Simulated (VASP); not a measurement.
Wanted: the native input for a VASP 6.6.1 run.

```
Task                   : relaxation of cell and atoms
Functional             : LDA
Potentials or basis    : VASP PAW LDA potentials, release 64 (Hf_pv, C)
Cutoff                 : 600 eV
k mesh                 : 10 × 10 × 10
Occupations            : fermi-dirac, width 0.05 eV
Spin                   : no spin polarisation
Hubbard terms          : Hf d U = 5.0 eV
Dipole correction      : no
Further INCAR settings : ALGO = Normal; EDIFF = 1e-06; IBRION = 2; EDIFFG = -0.01; NSW = 60; ISIF = 3
```

The structure of HfC lies in POSCAR:

```
HfC
1.0
    0.0000000000      2.3250000000      2.3250000000
    2.3250000000      0.0000000000      2.3250000000
    2.3250000000      2.3250000000      0.0000000000
Hf C
1 1
Direct
    0.5000000000      0.5000000000      0.5000000000
    0.0000000000      0.0000000000      0.0000000000
```

These files were run (other wordings do the same):

INCAR

```
PREC = Accurate ; ENCUT = 600
EDIFF = 1E-6 ; ISMEAR = -1
SIGMA = 0.05 ; LREAL = False
LASPH = True ; NELM = 150
ALGO = Normal ; ISIF = 3
LWAVE = False ; LCHARG = False
LMAXMIX = 4 ; LDAU = True
LDAUTYPE = 2 ; LDAUL = 2 -1
LDAUU = 5 0 ; LDAUJ = 0 0
LDAUPRINT = 1 ; GGA = CA
IBRION = 2 ; NSW = 60
EDIFFG = -0.01
```

KPOINTS

```
Automatic mesh
0
Gamma
  10 10 10
```

Potentials or basis: VASP PAW LDA potentials, release 64 (Hf_pv, C).

Command:

```sh
$ cat potpaw_LDA.64/Hf_pv/POTCAR potpaw_LDA.64/C/POTCAR > POTCAR
$ mpirun -np 1 vasp_std > vasp.out
```

Results of the run:

| Property | Result |
| --- | --- |
| Relaxed volume | 12.89 Å³/atom |
| Relaxed cell | a = 3.316 Å, b = 3.316 Å, c = 3.316 Å, α = 60.00°, β = 60.00°, γ = 60.00° |
| Space group after relaxing (to 0.05 Å) | Fm-3m (No. 225) |
| Energy gained by relaxing | 6.2 meV/atom |
| Ionic steps | 3 |
| Pressure after relaxing | 0.0 GPa |
| Band gap on the k mesh | zero (band 7 reaches 7.10 eV, above the bottom of band 8 at 5.78 eV) |

Caveat: spin-orbit coupling is left out, which moves the levels of the heavy elements; U without spin polarisation on a metal has little footing; the U is typed as a test and isn't derived for this compound.

It took 45 s on 1 thread of Intel(R) Xeon(R) Platinum 8259CL CPU @ 2.50GHz (Skylake/Cascade Lake) (shared host), peak memory 0.16 GiB.
